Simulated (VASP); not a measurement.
# MgO (Fm-3m) in VASP: a series of runs

The runs below take MgO through single point, with PBE.

All numbers are computed with VASP 6.6.1; they aren't measurements. Logs are shortened: lines on timing, memory, paths and dates and some standing lists are left out, and cuts for length are marked.

## (1) The cell of the first run

The structure is cubic, space group Fm-3m (No. 225). The conventional cell has a = 4.212 Å, b = 4.212 Å, c = 4.212 Å, α = 90.00°, β = 90.00°, γ = 90.00°. Within 2.8 Å of Mg (site symmetry m-3m) lie 6 O at 2.11 Å. Within 2.8 Å of O (site symmetry m-3m) lie 6 Mg at 2.11 Å.

## (2) Single point, PBE

Input file INCAR:

```
PREC     = Accurate       # precision mode
ENCUT    = 840            # plane-wave cutoff, eV
EDIFF    = 1E-6           # SCF threshold, eV
ISMEAR   = 1              # smearing method
SIGMA    = 0.05           # smearing width, eV
LREAL    = False          # projectors in reciprocal space
LASPH    = True           # aspherical terms in the spheres
NELM     = 120            # most SCF steps
ALGO     = Normal         # electronic algorithm
ISIF     = 2              # what is computed and relaxed
LWAVE    = False          # write WAVECAR
LCHARG   = False          # write CHGCAR
GGA      = PE             # functional
NBANDS   = 15             # bands
GGA_COMPAT= False
```

Input file KPOINTS:

```
regular mesh
0
Gamma
  8 8 8
```

Input file POSCAR:

```
MgO
1.0
    0.0000000000      2.1060700000      2.1060700000
    2.1060700000      0.0000000000      2.1060700000
    2.1060700000      2.1060700000      0.0000000000
Mg O
1 1
Direct
    0.0000000000      0.0000000000      0.0000000000
    0.5000000000      0.5000000000      0.5000000000
```

Potentials or basis: VASP PAW PBE potentials, release 64 (Mg_sv, O).

Command:

```bash
> cat potpaw_PBE.64/Mg_sv/POTCAR potpaw_PBE.64/O/POTCAR > POTCAR
> mpirun -np 1 vasp_std > vasp.out
```

OUTCAR:

```text
PREC = Accurate
   ENCUT = 840
   EDIFF = 1E-6
   ISMEAR = 1
   LREAL = False
   LASPH = True
   NELM = 120
   ISIF = 2
   GGA = PE

 ion  position               nearest neighbor table
   1  0.000  0.000  0.000-   2 2.11   2 2.11   2 2.11   2 2.11   2 2.11   2 2.11
   2  0.500  0.500  0.500-   1 2.11   1 2.11   1 2.11   1 2.11   1 2.11   1 2.11

  LATTYP: Found a face centered cubic cell.
 ALAT       =     4.2121400000

  Lattice vectors:

 A1 = (   0.0000000000,   2.1060700000,   2.1060700000)
 A2 = (   2.1060700000,   0.0000000000,   2.1060700000)
 A3 = (   2.1060700000,   2.1060700000,   0.0000000000)

Analysis of symmetry for initial positions (statically):
=====================================================================
 Subroutine PRICEL returns:
 Original cell was already a primitive cell.

 Routine SETGRP: Setting up the symmetry group for a
 face centered cubic supercell.

 Subroutine GETGRP returns: Found 48 space group operations
 (whereof 48 operations were pure point group operations)
 out of a pool of 48 trial point group operations.

The static configuration has the point symmetry O_h .

Analysis of symmetry for dynamics (positions and initial velocities):
=====================================================================
 Subroutine PRICEL returns:
 Original cell was already a primitive cell.

 Routine SETGRP: Setting up the symmetry group for a
 face centered cubic supercell.

 Subroutine GETGRP returns: Found 48 space group operations
 (whereof 48 operations were pure point group operations)
 out of a pool of 48 trial point group operations.

The dynamic configuration has the point symmetry O_h .

 Subroutine INISYM returns: Found 48 space group operations
 (whereof 48 operations are pure point group operations),
 and found     1 'primitive' translations

----------------------------------------------------------------------------------------

                                     Primitive cell

  volume of cell :      18.6831

  direct lattice vectors                    reciprocal lattice vectors
     0.000000000  2.106070000  2.106070000    -0.237409013  0.237409013  0.237409013
     2.106070000  0.000000000  2.106070000     0.237409013 -0.237409013  0.237409013
     2.106070000  2.106070000  0.000000000     0.237409013  0.237409013 -0.237409013

  length of vectors
     2.978432757  2.978432757  2.978432757     0.411204473  0.411204473  0.411204473

  position of ions in fractional coordinates (direct lattice)
     0.000000000  0.000000000  0.000000000
     0.500000000  0.500000000  0.500000000

  ion indices of the primitive-cell ions
   primitive index   ion index
                 1           1
                 2           2

----------------------------------------------------------------------------------------

 KPOINTS: regular mesh

Automatic generation of k-mesh.
 Grid dimensions read from file:
 generate k-points for:    8    8    8

 Generating k-lattice:

  Cartesian coordinates                     Fractional coordinates (reciprocal lattice)
    -0.029676127  0.029676127  0.029676127     0.125000000  0.000000000  0.000000000
     0.029676127 -0.029676127  0.029676127     0.000000000  0.125000000  0.000000000
     0.029676127  0.029676127 -0.029676127     0.000000000  0.000000000  0.125000000

  Length of vectors
     0.051400559  0.051400559  0.051400559

  Shift w.r.t. Gamma in fractional coordinates (k-lattice)
     0.000000000  0.000000000  0.000000000

 Subroutine IBZKPT returns following result:
 ===========================================

 Found     29 irreducible k-points:

 Following reciprocal coordinates:
            Coordinates               Weight
  0.000000  0.000000  0.000000      1.000000
  0.125000  0.000000  0.000000      8.000000
  0.250000  0.000000  0.000000      8.000000
  0.375000  0.000000  0.000000      8.000000
  0.500000  0.000000  0.000000      4.000000
  0.125000  0.125000  0.000000      6.000000
[... 16 lines left out ...]
  0.500000  0.250000  0.125000     48.000000
 -0.375000  0.250000  0.125000     24.000000
 [... further k-points ...]
   k-points           NKPTS =     29   k-points in BZ     NKDIM =     29   number of bands    NBANDS=     15
   number of dos      NEDOS =    301   number of ions     NIONS =      2
   total plane-waves  NPLWV =  21952
   dimension x,y,z NGX =    28 NGY =   28 NGZ =   28
   dimension x,y,z NGXF=    56 NGYF=   56 NGZF=   56
   ions per type =               1   1
   NGX,Y,Z   is equivalent  to a cutoff of  15.63, 15.63, 15.63 a.u.
   NGXF,Y,Z  is equivalent  to a cutoff of  31.26, 31.26, 31.26 a.u.
 SYSTEM =  unknown system
   PREC   = accura    normal or accurate (medium, high low for compatibility)
   ISTART =      0    job   : 0-new  1-cont  2-samecut
   ICHARG =      2    charge: 1-file 2-atom 10-const
   ISPIN  =      1    spin polarized calculation?
   LNONCOLLINEAR =      F non collinear calculations
   LSORBIT =      F    spin-orbit coupling
   LASPH  =      T    aspherical Exc in radial PAW
   ENCUT  =  840.0 eV  61.74 Ry    7.86 a.u.   7.04  7.04  7.04*2*pi/ulx,y,z
   NELM   =    120;   NELMIN=  2; NELMDL= -5     # of ELM steps
   EDIFF  = 0.1E-05   stopping-criterion for ELM
   LREAL  =      F    real-space projection
   EDIFFG = 0.1E-04   stopping-criterion for IOM
   NSW    =      0    number of steps for IOM
   IBRION =     -1    ionic relax: 0-MD 1-quasi-New 2-CG
   NFREE  =      0    steps in history (QN), initial steepest desc. (CG)
   ISIF   =      2    stress and relaxation
   ISYM   =      2    0-nonsym 1-usesym 2-fastsym
   POTIM  = 0.5000    time-step for ionic-motion
   TEBEG  =    0.0;   TEEND  =   0.0 temperature during run
   PSTRESS=    0.0 pullay stress
   NELECT =      16.0000    total number of electrons
   NUPDOWN=      -1.0000    fix difference up-down
   EMIN   =  10.00;   EMAX   =-10.00  energy-range for DOS
   EFERMI =   0.00;   METHOD = LEGACY
   ISMEAR =     1;   SIGMA  =   0.05  broadening in eV -4-tet -1-fermi 0-gaus
   EFERMI_NEDOS =   21; number of points for ismear=-14 and -15
   IALGO  =     38    algorithm
   IMIX   =      4    mixing-type and parameters
     AMIX     =   0.40;   BMIX     =  1.00
     AMIX_MAG =   1.60;   BMIX_MAG =  1.00
  volume/ion in A,a.u.               =       9.34        63.04
  Fermi-wavevector in a.u.,A,eV,Ry     =   1.554648  2.937858 32.884327  2.416930
  Thomas-Fermi vector in A             =   2.658704
   LORBIT       =      0    0 simple, 1 ext, 2 COOP (PROOUT), +10 PAW based schemes
   GGA     = PE    functional components
   LHFCALC =     F    Hartree Fock is set to
   AEXX    =    0.0000 exact exchange contribution
   IVDW    =     0    specifies the selected vdW correction
   LEPSILON=     F    determine dielectric tensor
   LRPA    =     F    only Hartree local field effects (RPA)
 non-spin polarized calculation
 Methfessel and Paxton  Order N= 1 SIGMA  =   0.05
  energy-cutoff  :      840.00
  volume of cell :       18.68
 maximum number of plane-waves:      1056
   NGX = 15   NGY = 15   NGZ = 15

 number of electron      15.9999995 magnetization

 Free energy of the ion-electron system (eV)
  ---------------------------------------------------
  ext. energy  EPLUGINS =         0.00000000
  ---------------------------------------------------
  free energy    TOTEN  =       -11.87476690 eV

  energy without entropy =      -11.87476690  energy(sigma->0) =      -11.87476690

 E-fermi :   3.1960     XC(G=0): -11.3908

 val. band max:        2.9149799131   @ k =   0.0000   0.0000   0.0000
 cond. band min:       7.6542181259   @ k =   0.0000   0.0000   0.0000
 fundamental gap:      4.7392382128
 Fermi energy:         3.1959999556

 k-point     1 :       0.0000    0.0000    0.0000
  band No.  band energies     occupation
      1     -69.3534      2.00000
      2     -36.0780      2.00000
      3     -36.0780      2.00000
      4     -36.0780      2.00000
      5     -14.3332      2.00000
      6       2.9150      2.00000
      7       2.9150      2.00000
      8       2.9150      2.00000
      9       7.6542      0.00000
     10      18.7207      0.00000
     11      18.7207      0.00000
     12      18.7207      0.00000
     13      22.6335      0.00000
     14      24.4144      0.00000
     15      24.4144      0.00000

 k-point     2 :       0.1250    0.0000    0.0000
  band No.  band energies     occupation
      1     -69.3518      2.00000
      2     -36.0908      2.00000
      3     -36.0792      2.00000
      4     -36.0792      2.00000
      5     -14.1654      2.00000
      6       1.9631      2.00000
      7       2.8117      2.00000
      8       2.8117      2.00000
      9       8.5672      0.00000
     10      17.0416      0.00000
     11      19.0802      0.00000
     12      19.0802      0.00000
     13      23.4586      0.00000
     14      23.4586      0.00000
     15      24.8062      0.00000

 k-point     3 :       0.2500    0.0000    0.0000
  band No.  band energies     occupation
      1     -69.3489      2.00000
      2     -36.1217      2.00000
      3     -36.0824      2.00000
      4     -36.0824      2.00000
      5     -13.7308      2.00000
      6       0.2611      2.00000
      7       2.5735      2.00000
      8       2.5735      2.00000
      9      10.0136      0.00000
     10      15.4968      0.00000
     11      19.5803      0.00000
     12      19.5803      0.00000
     13      23.0657      0.00000
     14      23.0657      0.00000
     15      24.9622      0.00000
[... 343 lines left out ...]
 k-point    23 :       0.5000    0.2500    0.1250
  band No.  band energies     occupation
      1     -69.3443      2.00000
      2     -36.1439      2.00000
      3     -36.1059      2.00000
      4     -36.0915      2.00000
      5     -13.0509      2.00000
      6      -0.7811      2.00000
      7       1.1973      2.00000
      8       2.0486      2.00000
      9      12.4182      0.00000
     10      14.5749      0.00000
     11      16.8666      0.00000
     12      20.0797      0.00000
     13      22.6107      0.00000
     14      25.3329      0.00000
     15      28.9741      0.00000

 k-point    24 :      -0.3750    0.2500    0.1250
  band No.  band energies     occupation
      1     -69.3433      2.00000
      2     -36.1509      2.00000
      3     -36.1081      2.00000
      4     -36.0941      2.00000
      5     -12.8836      2.00000
      6      -1.0723      2.00000
      7       0.9902      2.00000
      8       1.9297      2.00000
      9      12.5936      0.00000
     10      15.1221      0.00000
     11      16.4363      0.00000
     12      19.8340      0.00000
     13      23.4509      0.00000
     14      25.0086      0.00000
     15      29.1083      0.00000

 [... further k-points ...]

------------------------ aborting loop because EDIFF is reached ----------------------------------------

  FORCE on cell =-STRESS in cart. coord.  units (eV):
  Direction    XX          YY          ZZ          XY          YZ          ZX
  --------------------------------------------------------------------------------------
  -------------------------------------------------------------------------------------
  Total        0.5563713      0.5563713      0.5563713      0.0000000     -0.0000000      0.0000000
  in kB       47.7119242     47.7119242     47.7119242      0.0000000     -0.0000000      0.0000000
  external PRESSURE =      47.7119242 kB  Pullay stress =       0.0000000 kB

 VOLUME and BASIS-vectors are now :
 -----------------------------------------------------------------------------
  energy-cutoff  :      840.00
  volume of cell :       18.68
      direct lattice vectors                 reciprocal lattice vectors
     0.000000000  2.106070000  2.106070000    -0.237409013  0.237409013  0.237409013
     2.106070000  0.000000000  2.106070000     0.237409013 -0.237409013  0.237409013
     2.106070000  2.106070000  0.000000000     0.237409013  0.237409013 -0.237409013

 POSITION                                       TOTAL-FORCE (eV/Angst)
 -----------------------------------------------------------------------------------
      0.00000      0.00000      0.00000         0.000000      0.000000      0.000000
      2.10607      2.10607      2.10607        -0.000000     -0.000000     -0.000000
 -----------------------------------------------------------------------------------
    total drift:                                0.000000      0.000000      0.000000

  FREE ENERGIE OF THE ION-ELECTRON SYSTEM (eV)
  ---------------------------------------------------
  free  energy   TOTEN  =       -11.8747669013 eV

  energy  without entropy=      -11.8747669013  energy(sigma->0) =      -11.87476690
```

Run time: 12 s. Hardware: 1 thread of AMD EPYC 7R13 (Zen 3), shared host; peak memory 0.12 GiB.

What came out:

| Item | Value |
| --- | --- |
| Free energy | -11.8748 eV |
| Pressure | 4.8 GPa |
| Band gap on the k mesh | 4.74 eV |

Caveat: the cell stands under pressure.

## (3) Single point, PBE

Input file INCAR:

```
PREC     = Accurate       # precision mode
ENCUT    = 840            # plane-wave cutoff, eV
EDIFF    = 1E-6           # SCF threshold, eV
ISMEAR   = -5             # smearing method
SIGMA    = 0.1            # smearing width, eV
LREAL    = F              # projectors in reciprocal space
LASPH    = T              # aspherical terms in the spheres
NELM     = 120            # most SCF steps
ALGO     = Normal         # electronic algorithm
ISIF     = 2              # what is computed and relaxed
LWAVE    = F              # write WAVECAR
LCHARG   = F              # write CHGCAR
GGA      = PE             # functional
NBANDS   = 15             # bands
GGA_COMPAT= F
```

Input file KPOINTS:

```
Automatic mesh
0
Gamma
  8 8 8
```

POSCAR is that of step 2.

Potentials or basis: VASP PAW PBE potentials, release 64 (Mg_sv, O).

Command:

```bash
> cat potpaw_PBE.64/Mg_sv/POTCAR potpaw_PBE.64/O/POTCAR > POTCAR
> mpirun -np 1 vasp_std > vasp.out
```

Wall time 11 s (1 thread of AMD EPYC 7R13 (Zen 3), shared host); peak memory 0.13 GiB.

It converged, with:

| Property | Result |
| --- | --- |
| Free energy | -11.8748 eV |
| Pressure | 4.8 GPa |
| Band gap on the k mesh | 4.74 eV |

Levels at points of the mesh, in eV from the valence-band top:
| k point | band 4 | band 5 | band 6 | band 7 | band 8 | band 9 | band 10 | band 11 | band 12 | band 13 |
| --- | --- | --- | --- | --- | --- | --- | --- | --- | --- | --- |
| (0.00, 0.00, 0.00) | -38.99 | -17.25 | 0.00 | 0.00 | 0.00 | 4.74 | 15.81 | 15.81 | 15.81 | 19.72 |
| (0.50, 0.00, 0.00) | -39.00 | -15.93 | -4.61 | -0.66 | -0.66 | 7.91 | 12.62 | 16.33 | 16.33 | 20.95 |
| (0.50, 0.50, 0.00) | -39.02 | -15.72 | -4.05 | -1.34 | -1.34 | 9.13 | 10.00 | 13.10 | 18.99 | 18.99 |

Caveat: the cell stands under pressure.
